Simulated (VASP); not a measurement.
Wanted: the native input for a VASP 6.6.1 run.

```
Task                   : electric field gradients
Functional             : LDA
Potentials or basis    : VASP PAW LDA potentials, release 64 (Zr_sv, B)
Cutoff                 : 520 eV
k mesh                 : 13 × 13 × 10
Occupations            : fermi-dirac, width 0.03 eV
Spin                   : no spin polarisation
Dipole correction      : no
Further INCAR settings : ALGO = Normal; EDIFF = 1e-08; NBANDS = 16
```

The structure of ZrB2 lies in POSCAR:

```
ZrB2
1.0
    3.2282998220      0.0000000000      0.0000000000
   -1.6141499111      2.7957896569      0.0000000000
    0.0000000000      0.0000000000      3.5200000000
Zr B
1 2
Direct
    0.0000000000      0.0000000000      0.0000000000
    0.3333333333      0.6666666667      0.5000000000
    0.6666666667      0.3333333333      0.5000000000
```

This cell differs from its parent crystal: equal xx and yy strain of +2 %.

One way to write it, as run:

INCAR

```
SYSTEM = ZrB2
ALGO = Normal
EDIFF = 1E-8
ENCUT = 520
ISIF = 2
ISMEAR = -1
LASPH = .True.
LCHARG = .False.
LEFG = .True.
LREAL = .False.
LWAVE = .False.
NBANDS = 16
NELM = 60
PREC = Accurate
SIGMA = 0.03
```

KPOINTS

```
k-points
0
Gamma
  13 13 10
  0 0 0
```

Potentials or basis: VASP PAW LDA potentials, release 64 (Zr_sv, B).

Command:

```console
$ cat potpaw_LDA.64/Zr_sv/POTCAR potpaw_LDA.64/B/POTCAR > POTCAR
$ mpirun -np 1 vasp_std > vasp.out
```

It gave:

The pressure is -15.6 GPa. The band gap on the k mesh is zero (bands 9 and 10 overlap by 0.95 eV) and the largest electric field gradient by atom is Zr +41.0; B +0.7 V/Å².

Caveat: the cell differs from its parent crystal (equal xx and yy strain of +2 %); the cell stands under tension; without QUAD_EFG the Cq values of the log hold for a quadrupole moment of 1 mb, not for the nuclei.

It took 36 s on 1 thread of Intel(R) Xeon(R) Platinum 8375C CPU @ 2.90GHz (Ice Lake) (shared host), peak memory 0.17 GiB.
